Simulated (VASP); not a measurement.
Wanted: the native input for a VASP 6.6.1 run.

```
Task                   : single point
Functional             : PBEsol
Potentials or basis    : VASP PAW PBE potentials, release 64 (Mg, I)
Cutoff                 : 520 eV
k mesh                 : 6 × 6 × 4
Occupations            : gaussian, width 0.05 eV
Spin                   : no spin polarisation
Dipole correction      : no
Further INCAR settings : ALGO = Normal; EDIFF = 1e-06; NBANDS = 15
```

The structure of MgI2 lies in POSCAR:

```
MgI2
1.0
    4.2783111250      0.0000000000      0.0000000000
   -2.1391555625      3.7051261196      0.0000000000
    0.0000000000      0.0000000000      6.9649300000
Mg I
1 2
Direct
    0.0000000000      0.0000000000      0.0000000000
    0.3333333333      0.6666666667      0.7576300000
    0.6666666667      0.3333333333      0.2423700000
```

This cell differs from its parent crystal: strain +0.030 along x and y, +0.015 along z.

The input as run:

INCAR

```
SYSTEM = MgI2
  ALGO = Normal
  EDIFF = 1E-6
  ENCUT = 520
  GGA = PS
  ISIF = 2
  ISMEAR = 0
  LASPH = .True.
  LCHARG = .False.
  LREAL = .False.
  LWAVE = .False.
  NBANDS = 15
  NELM = 80
  PREC = Accurate
  SIGMA = 0.05
```

KPOINTS

```
k-points
0
Gamma
  6 6 4
  0 0 0
```

Potentials or basis: VASP PAW PBE potentials, release 64 (Mg, I).

Launch:

```sh
$ cat potpaw_PBE.64/Mg/POTCAR potpaw_PBE.64/I/POTCAR > POTCAR
$ mpirun -np 1 vasp_std > vasp.out
```

Results of the run:

| Item | Value |
| --- | --- |
| Pressure | -2.1 GPa |
| Largest force | 0.325 eV/Å |
| Band gap on the k mesh | 3.21 eV, direct |

Caveat: the cell differs from its parent crystal (strain +0.030 along x and y, +0.015 along z); the PAW data sets were made with another functional, which shifts forces and pressure a little; spin-orbit coupling is left out, which moves the levels of the heavy elements; this functional lacks dispersion, which binds the layers, so the pressure and a relaxed spacing across them are unreliable.

Wall time 20 s on 1 thread of AMD EPYC 9R14 (Zen 4) (shared host), peak memory 0.2 GiB.
